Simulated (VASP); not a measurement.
# LiGeN (P6_3mc) in VASP: notebook

Runs on LiGeN. Level: PBE. Tasks: single point.

Everything below comes from runs of VASP 6.6.1. Logs are shortened: lines on timing, memory, paths and dates and some standing lists are left out, and cuts for length are marked.

## (1) The cell of the first run

Symmetry: P6_3mc, No. 186, hexagonal system. Conventional cell: a = 3.012 Å, b = 3.012 Å, c = 9.419 Å, α = 90.00°, β = 90.00°, γ = 120.00°. Li (site symmetry 3m) has 3 N at 2.18 Å and 6 Ge at 2.89 to 2.96 Å and 6 Li at 3.01 Å within 3.1 Å. Within 2.7 Å of Ge (site symmetry 3m) lie 3 N at 2.00 Å. N (site symmetry 3m) has 3 Ge at 2.00 Å and 3 Li at 2.18 Å within 2.7 Å.

## (2) Single point, PBE

The input, INCAR:

```
SYSTEM = LiGeN
PREC = Accurate
ENCUT = 520
EDIFF = 1E-6
ISMEAR = 1
SIGMA = 0.05
LREAL = .FALSE.
LASPH = .TRUE.
NELM = 80
ALGO = Normal
ISIF = 2
LWAVE = .FALSE.
LCHARG = .FALSE.
GGA = PE
NBANDS = 31
```

The input, KPOINTS:

```
regular mesh
0
G
  12 12 2
  0 0 0
```

The input, POSCAR:

```
LiGeN
1.0
    3.0124090000      0.0000000000      0.0000000000
   -1.5062045000      2.6088227206      0.0000000000
    0.0000000000      0.0000000000      9.4194590000
Li Ge N
2 2 2
Direct
    0.6666666667      0.3333333333      0.7433920000
    0.3333333333      0.6666666667      0.2433920000
    0.0000000000      0.0000000000      0.4980230000
    0.0000000000      0.0000000000      0.9980230000
    0.3333333333      0.6666666667      0.6032230000
    0.6666666667      0.3333333333      0.1032230000
```

Potentials or basis: VASP PAW PBE potentials, release 64 (Li_sv, Ge_d, N).

Run with:

```
$ cat potpaw_PBE.64/Li_sv/POTCAR potpaw_PBE.64/Ge_d/POTCAR potpaw_PBE.64/N/POTCAR > POTCAR
$ mpirun -np 1 vasp_std > vasp.out
```

OUTCAR:

```text
SYSTEM = LiGeN
   PREC = Accurate
   ENCUT = 520
   EDIFF = 1E-6
   ISMEAR = 1
   LREAL = .FALSE.
   LASPH = .TRUE.
   NELM = 80
   ISIF = 2
   GGA = PE

 ion  position               nearest neighbor table
   1  0.667  0.333  0.743-   5 2.18   5 2.18   5 2.18
   2  0.333  0.667  0.243-   6 2.18   6 2.18   6 2.18
   3  0.000  0.000  0.498-   5 2.00   5 2.00   5 2.00
   4  0.000  0.000  0.998-   6 2.00   6 2.00   6 2.00
   5  0.333  0.667  0.603-   3 2.00   3 2.00   3 2.00   1 2.18   1 2.18   1 2.18
   6  0.667  0.333  0.103-   4 2.00   4 2.00   4 2.00   2 2.18   2 2.18   2 2.18

  LATTYP: Found a hexagonal cell.
 ALAT       =     3.0124090000
 C/A-ratio  =     3.1268858246

  Lattice vectors:

 A1 = (   3.0124090000,   0.0000000000,   0.0000000000)
 A2 = (  -1.5062045000,   2.6088227206,   0.0000000000)
 A3 = (   0.0000000000,   0.0000000000,   9.4194590000)

Analysis of symmetry for initial positions (statically):
=====================================================================
 Subroutine PRICEL returns:
 Original cell was already a primitive cell.

 Routine SETGRP: Setting up the symmetry group for a
 hexagonal supercell.

 Subroutine GETGRP returns: Found 12 space group operations
 (whereof  6 operations were pure point group operations)
 out of a pool of 24 trial point group operations.

The static configuration has the point symmetry C_3v.
 The point group associated with its full space group is C_6v.

Analysis of symmetry for dynamics (positions and initial velocities):
=====================================================================
 Subroutine PRICEL returns:
 Original cell was already a primitive cell.

 Routine SETGRP: Setting up the symmetry group for a
 hexagonal supercell.

 Subroutine GETGRP returns: Found 12 space group operations
 (whereof  6 operations were pure point group operations)
 out of a pool of 24 trial point group operations.

The dynamic configuration has the point symmetry C_3v.
 The point group associated with its full space group is C_6v.

 Subroutine INISYM returns: Found 12 space group operations
 (whereof  6 operations are pure point group operations),
 and found     1 'primitive' translations

----------------------------------------------------------------------------------------

                                     Primitive cell

  volume of cell :      74.0260

  direct lattice vectors                    reciprocal lattice vectors
     3.012409000  0.000000000  0.000000000     0.331960235  0.191657331  0.000000000
    -1.506204500  2.608822721  0.000000000     0.000000000  0.383314662  0.000000000
     0.000000000  0.000000000  9.419459000     0.000000000  0.000000000  0.106163210

  length of vectors
     3.012409000  3.012409000  9.419459000     0.383314662  0.383314662  0.106163210

  position of ions in fractional coordinates (direct lattice)
     0.666666667  0.333333333  0.743392000
     0.333333333  0.666666667  0.243392000
     0.000000000  0.000000000  0.498023000
     0.000000000  0.000000000  0.998023000
     0.333333333  0.666666667  0.603223000
     0.666666667  0.333333333  0.103223000

  ion indices of the primitive-cell ions
   primitive index   ion index
                 1           1
                 2           2
                 3           3
                 4           4
                 5           5
                 6           6

----------------------------------------------------------------------------------------

 KPOINTS: regular mesh

Automatic generation of k-mesh.
 Grid dimensions read from file:
 generate k-points for:   12   12    2

 Generating k-lattice:

  Cartesian coordinates                     Fractional coordinates (reciprocal lattice)
     0.027663353  0.015971444  0.000000000     0.083333333 -0.000000000  0.000000000
     0.000000000  0.031942889  0.000000000     0.000000000  0.083333333  0.000000000
     0.000000000  0.000000000  0.053081605     0.000000000  0.000000000  0.500000000

  Length of vectors
     0.031942889  0.031942889  0.053081605

  Shift w.r.t. Gamma in fractional coordinates (k-lattice)
     0.000000000  0.000000000  0.000000000

 Subroutine IBZKPT returns following result:
 ===========================================

 Found     38 irreducible k-points:

 Following reciprocal coordinates:
            Coordinates               Weight
  0.000000  0.000000  0.000000      1.000000
  0.083333  0.000000  0.000000      6.000000
  0.166667  0.000000  0.000000      6.000000
  0.250000  0.000000  0.000000      6.000000
  0.333333  0.000000  0.000000      6.000000
  0.416667  0.000000  0.000000      6.000000
[... 16 lines left out ...]
  0.250000  0.000000  0.500000      6.000000
  0.333333  0.000000  0.500000      6.000000
 [... further k-points ...]
   k-points           NKPTS =     38   k-points in BZ     NKDIM =     38   number of bands    NBANDS=     31
   number of dos      NEDOS =    301   number of ions     NIONS =      6
   total plane-waves  NPLWV =  40320
   dimension x,y,z NGX =    24 NGY =   24 NGZ =   70
   dimension x,y,z NGXF=    48 NGYF=   48 NGZF=  140
   ions per type =               2   2   2
   NGX,Y,Z   is equivalent  to a cutoff of  13.24, 13.24, 12.35 a.u.
   NGXF,Y,Z  is equivalent  to a cutoff of  26.49, 26.49, 24.71 a.u.
 SYSTEM =  LiGeN
   PREC   = accura    normal or accurate (medium, high low for compatibility)
   ISTART =      0    job   : 0-new  1-cont  2-samecut
   ICHARG =      2    charge: 1-file 2-atom 10-const
   ISPIN  =      1    spin polarized calculation?
   LNONCOLLINEAR =      F non collinear calculations
   LSORBIT =      F    spin-orbit coupling
   LASPH  =      T    aspherical Exc in radial PAW
   ENCUT  =  520.0 eV  38.22 Ry    6.18 a.u.   5.60  5.60 17.51*2*pi/ulx,y,z
   NELM   =     80;   NELMIN=  2; NELMDL= -5     # of ELM steps
   EDIFF  = 0.1E-05   stopping-criterion for ELM
   LREAL  =      F    real-space projection
   EDIFFG = 0.1E-04   stopping-criterion for IOM
   NSW    =      0    number of steps for IOM
   IBRION =     -1    ionic relax: 0-MD 1-quasi-New 2-CG
   NFREE  =      0    steps in history (QN), initial steepest desc. (CG)
   ISIF   =      2    stress and relaxation
   ISYM   =      2    0-nonsym 1-usesym 2-fastsym
   POTIM  = 0.5000    time-step for ionic-motion
   TEBEG  =    0.0;   TEEND  =   0.0 temperature during run
   PSTRESS=    0.0 pullay stress
   NELECT =      44.0000    total number of electrons
   NUPDOWN=      -1.0000    fix difference up-down
   EMIN   =  10.00;   EMAX   =-10.00  energy-range for DOS
   EFERMI =   0.00;   METHOD = LEGACY
   ISMEAR =     1;   SIGMA  =   0.05  broadening in eV -4-tet -1-fermi 0-gaus
   EFERMI_NEDOS =   21; number of points for ismear=-14 and -15
   IALGO  =     38    algorithm
   IMIX   =      4    mixing-type and parameters
     AMIX     =   0.40;   BMIX     =  1.00
     AMIX_MAG =   1.60;   BMIX_MAG =  1.00
  volume/ion in A,a.u.               =      12.34        83.26
  Fermi-wavevector in a.u.,A,eV,Ry     =   1.376462  2.601136 25.778247  1.894648
  Thomas-Fermi vector in A             =   2.501705
   LORBIT       =      0    0 simple, 1 ext, 2 COOP (PROOUT), +10 PAW based schemes
   GGA     = PE    functional components
   LHFCALC =     F    Hartree Fock is set to
   AEXX    =    0.0000 exact exchange contribution
   IVDW    =     0    specifies the selected vdW correction
   LEPSILON=     F    determine dielectric tensor
   LRPA    =     F    only Hartree local field effects (RPA)
 non-spin polarized calculation
 Methfessel and Paxton  Order N= 1 SIGMA  =   0.05
  energy-cutoff  :      520.00
  volume of cell :       74.03
 maximum number of plane-waves:      2040
 NGX is ok and might be reduce to    24
   NGX = 11   NGY = 11   NGZ = 35

 number of electron      44.0000020 magnetization

 Free energy of the ion-electron system (eV)
  ---------------------------------------------------
  ext. energy  EPLUGINS =         0.00000000
  ---------------------------------------------------
  free energy    TOTEN  =       -31.36549761 eV

  energy without entropy =      -31.36588355  energy(sigma->0) =      -31.36562626

 E-fermi :   4.6591     XC(G=0): -10.4053

 val. band max:        4.6253786987   @ k =   0.2500   0.0000   0.0000
 cond. band min:       6.0871372824   @ k =   0.5000   0.0000   0.0000
 fundamental gap:      1.4617585837
 Fermi energy:         4.6590889777

 k-point     1 :       0.0000    0.0000    0.0000
  band No.  band energies     occupation
      1     -40.6059      2.00000
      2     -40.6058      2.00000
      3     -19.3839      2.00000
      4     -19.3839      2.00000
      5     -19.3839      2.00000
      6     -19.3839      2.00000
[... 23 lines left out ...]
     30      13.0004      0.00000
     31      17.0218      0.00000

 k-point     2 :       0.0833    0.0000    0.0000
  band No.  band energies     occupation
      1     -40.6049      2.00000
      2     -40.6048      2.00000
      3     -19.3876      2.00000
      4     -19.3876      2.00000
      5     -19.3776      2.00000
      6     -19.3775      2.00000
[... 23 lines left out ...]
     30      13.0733      0.00000
     31      16.2356      0.00000

 k-point     3 :       0.1667    0.0000    0.0000
  band No.  band energies     occupation
      1     -40.6020      2.00000
      2     -40.6019      2.00000
      3     -19.3985      2.00000
      4     -19.3984      2.00000
      5     -19.3602      2.00000
      6     -19.3602      2.00000
[... 23 lines left out ...]
     30      13.1703      0.00000
     31      14.8990      0.00000

 k-point     4 :       0.2500    0.0000    0.0000
  band No.  band energies     occupation
      1     -40.5980      2.00000
      2     -40.5979      2.00000
      3     -19.4145      2.00000
      4     -19.4144      2.00000
      5     -19.3366      2.00000
      6     -19.3365      2.00000
[... 635 lines left out ...]
     30      13.0536      0.00000
     31      15.7747      0.00000

 k-point    23 :       0.2500    0.0000    0.5000
  band No.  band energies     occupation
      1     -40.5979      2.00000
      2     -40.5979      2.00000
      3     -19.4144      2.00000
      4     -19.4144      2.00000
      5     -19.3366      2.00000
      6     -19.3366      2.00000
[... 23 lines left out ...]
     30      12.9346      0.00000
     31      14.9480      0.00000

 k-point    24 :       0.3333    0.0000    0.5000
  band No.  band energies     occupation
      1     -40.5940      2.00000
      2     -40.5940      2.00000
      3     -19.4315      2.00000
      4     -19.4315      2.00000
      5     -19.3132      2.00000
      6     -19.3132      2.00000
[... 23 lines left out ...]
     30      12.6870      0.00000
     31      14.8674      0.00000

 [... further k-points ...]

------------------------ aborting loop because EDIFF is reached ----------------------------------------

  FORCE on cell =-STRESS in cart. coord.  units (eV):
  Direction    XX          YY          ZZ          XY          YZ          ZX
  --------------------------------------------------------------------------------------
  -------------------------------------------------------------------------------------
  Total        0.1031521      0.1031521     -0.0028784      0.0000000      0.0000000      0.0000000
  in kB        2.2325652      2.2325652     -0.0622993      0.0000000      0.0000000      0.0000000
  external PRESSURE =       1.4676104 kB  Pullay stress =       0.0000000 kB

 VOLUME and BASIS-vectors are now :
 -----------------------------------------------------------------------------
  energy-cutoff  :      520.00
  volume of cell :       74.03
      direct lattice vectors                 reciprocal lattice vectors
     3.012409000  0.000000000  0.000000000     0.331960235  0.191657331  0.000000000
    -1.506204500  2.608822721  0.000000000     0.000000000  0.383314662  0.000000000
     0.000000000  0.000000000  9.419459000     0.000000000  0.000000000  0.106163210

 POSITION                                       TOTAL-FORCE (eV/Angst)
 -----------------------------------------------------------------------------------
      1.50620      0.86961      7.00235        -0.000000     -0.000000     -0.050318
     -0.00000      1.73922      2.29262         0.000000      0.000000     -0.050318
      0.00000      0.00000      4.69111         0.000000      0.000000     -0.033775
      0.00000      0.00000      9.40084        -0.000000     -0.000000     -0.033775
     -0.00000      1.73922      5.68203        -0.000000      0.000000      0.084093
      1.50620      0.86961      0.97230         0.000000     -0.000000      0.084093
 -----------------------------------------------------------------------------------
    total drift:                                0.000000      0.000000     -0.000247

  FREE ENERGIE OF THE ION-ELECTRON SYSTEM (eV)
  ---------------------------------------------------
  free  energy   TOTEN  =       -31.3654976129 eV

  energy  without entropy=      -31.3658835538  energy(sigma->0) =      -31.36562626
```

Run time: 32 s. Hardware: 1 thread of Intel Xeon 6975P-C (Granite Rapids), shared host; peak memory 0.22 GiB.

Results:

```
Free energy            : -31.3655 eV
Largest force          : 0.084 eV/Å
Band gap on the k mesh : 1.46 eV (least direct gap 2.45 eV)
```

Forces on the atoms (eV/Å):
```
Li   0.000  0.000 -0.050
Li   0.000  0.000 -0.050
Ge   0.000  0.000 -0.034
Ge   0.000  0.000 -0.034
N    0.000  0.000  0.084
N    0.000  0.000  0.084
```

Caveat: the cutoff is under 1.25 times the usual one of these potentials, so pressure, stress and relaxed cells hold a basis-set (Pulay) error. A k mesh can miss the band edges.

## (3) Single point, PBE

The input, INCAR:

```
  ALGO = Normal
  EDIFF = 1E-6
  ENCUT = 520
  GGA = PE
  ISIF = 2
  ISMEAR = 1
  LASPH = T
  LCHARG = T
  LELF = T
  LREAL = F
  LVHAR = T
  LWAVE = F
  NBANDS = 31
  NELM = 80
  PREC = Accurate
  SIGMA = 0.05
```

The input, KPOINTS:

```
k-points
0
Gamma
  12 12 4
```

POSCAR is that of step 2.

Potentials or basis: VASP PAW PBE potentials, release 64 (Li_sv, Ge_d, N).

Run with:

```
$ cat potpaw_PBE.64/Li_sv/POTCAR potpaw_PBE.64/Ge_d/POTCAR potpaw_PBE.64/N/POTCAR > POTCAR
$ mpirun -np 1 vasp_std > vasp.out
```

OUTCAR:

```text
EDIFF = 1E-6
   ENCUT = 520
   GGA = PE
   ISIF = 2
   ISMEAR = 1
   LASPH = T
   LREAL = F
   NELM = 80
   PREC = Accurate

 ion  position               nearest neighbor table
   1  0.667  0.333  0.743-   5 2.18   5 2.18   5 2.18
   2  0.333  0.667  0.243-   6 2.18   6 2.18   6 2.18
   3  0.000  0.000  0.498-   5 2.00   5 2.00   5 2.00
   4  0.000  0.000  0.998-   6 2.00   6 2.00   6 2.00
   5  0.333  0.667  0.603-   3 2.00   3 2.00   3 2.00   1 2.18   1 2.18   1 2.18
   6  0.667  0.333  0.103-   4 2.00   4 2.00   4 2.00   2 2.18   2 2.18   2 2.18
[... 1026 lines left out ...]
  -------------------------------------------------------------------------------------
  Total        0.1028033      0.1028033      0.0011987      0.0000000      0.0000000      0.0000000
  in kB        2.2250158      2.2250158      0.0259434      0.0000000      0.0000000      0.0000000
  external PRESSURE =       1.4919917 kB  Pullay stress =       0.0000000 kB

 VOLUME and BASIS-vectors are now :
 -----------------------------------------------------------------------------
  energy-cutoff  :      520.00
  volume of cell :       74.03
      direct lattice vectors                 reciprocal lattice vectors
     3.012409000  0.000000000  0.000000000     0.331960235  0.191657331  0.000000000
    -1.506204500  2.608822721  0.000000000     0.000000000  0.383314662  0.000000000
     0.000000000  0.000000000  9.419459000     0.000000000  0.000000000  0.106163210

 POSITION                                       TOTAL-FORCE (eV/Angst)
 -----------------------------------------------------------------------------------
      1.50620      0.86961      7.00235        -0.000000      0.000000     -0.050812
     -0.00000      1.73922      2.29262         0.000000     -0.000000     -0.050812
      0.00000      0.00000      4.69111        -0.000000      0.000000     -0.033476
      0.00000      0.00000      9.40084         0.000000     -0.000000     -0.033476
     -0.00000      1.73922      5.68203        -0.000000      0.000000      0.084288
      1.50620      0.86961      0.97230         0.000000      0.000000      0.084288
 -----------------------------------------------------------------------------------
    total drift:                                0.000000      0.000000     -0.000248

  FREE ENERGIE OF THE ION-ELECTRON SYSTEM (eV)
  ---------------------------------------------------
  free  energy   TOTEN  =       -31.3666413721 eV

  energy  without entropy=      -31.3668343519  energy(sigma->0) =      -31.36670570
```

Wall time 47 s (1 thread of Intel Xeon 6975P-C (Granite Rapids), shared host); peak memory 0.25 GiB.

What came out:

```
Free energy            : -31.3666 eV
Largest force          : 0.084 eV/Å
Band gap on the k mesh : 1.46 eV (least direct gap 2.45 eV)
```

Forces on the atoms (eV/Å):
```
Li   0.000  0.000 -0.051
Li   0.000  0.000 -0.051
Ge   0.000  0.000 -0.033
Ge   0.000  0.000 -0.033
N    0.000  0.000  0.084
N    0.000  0.000  0.084
```

Caveat: the cutoff is under 1.25 times the usual one of these potentials, so pressure, stress and relaxed cells hold a basis-set (Pulay) error.
